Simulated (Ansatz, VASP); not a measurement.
## Pb in VASP and in Ansatz

The input INCAR:

```
PREC = Accurate ; ENCUT = 520
EDIFF = 1E-8 ; ISMEAR = -1
SIGMA = 0.05 ; LREAL = F
LASPH = T ; NELM = 100
ALGO = Normal ; ISIF = 2
LWAVE = F ; LCHARG = F
LEFG = T ; NBANDS = 21
```

Contents of KPOINTS:

```
regular mesh
0
Gamma
  8 8 8
```

POSCAR

```
Pb
1.0
    0.0000000000      3.4504253888      3.4504253888
    3.4504253888      0.0000000000      3.4504253888
    3.4504253888      3.4504253888      0.0000000000
Pb
2
Direct
    0.0000000000      0.0000000000      0.0000000000
    0.2500000000      0.2500000000      0.2500000000
```

Input for Ansatz:

```yaml
crystal:
  lattice:
    - [0.0, 3.4504253888, 3.4504253888]
    - [3.4504253888, 0.0, 3.4504253888]
    - [3.4504253888, 3.4504253888, 0.0]
  atoms:
    - { symbol: Pb, position: [0.0, 0.0, 0.0] }
    - { symbol: Pb, position: [0.25, 0.25, 0.25] }
kpoints:
  mp_grid: { grid: [8, 8, 8] }
scf:
  occupations: { method: fermi_dirac, width: 0.05 }
hamiltonian:
  xc: lda
  pseudopotentials: { kind: paw }
output:
  forces: true
  stress: true
  eigenvalues: true
  efg: { contact_densities: true }
  write_density: true
  write_potential: true
  elf: true
  volumetric_format: npy
```

Change from the starting cell: volume scaled by 1.01, PAW files.

Alike in both runs: task electric field gradients; functional LDA; k mesh 8 × 8 × 8; occupations fermi-dirac, width 0.05 eV; no spin polarisation.

|  | VASP | Ansatz |
| --- | --- | --- |
| version | VASP 6.6.1 | Ansatz 0.2.0 |
| potentials or method | VASP PAW LDA potentials, release 64 (Pb_d) | PAW with Ansatz's default frozen-core files, scalar-relativistic |
| plane-wave cutoff (eV) | 520 | 420 |
| valence electrons in the cell | 28 | 28 |

|  | VASP | Ansatz | Ansatz less VASP |
| --- | --- | --- | --- |
| pressure (GPa) | -1.0 | -1.0 | -0.02 |

LDA's correlation is that of Perdew and Zunger in VASP and of Perdew and Wang (1992) in Ansatz.

Neither program's run includes spin-orbit coupling.
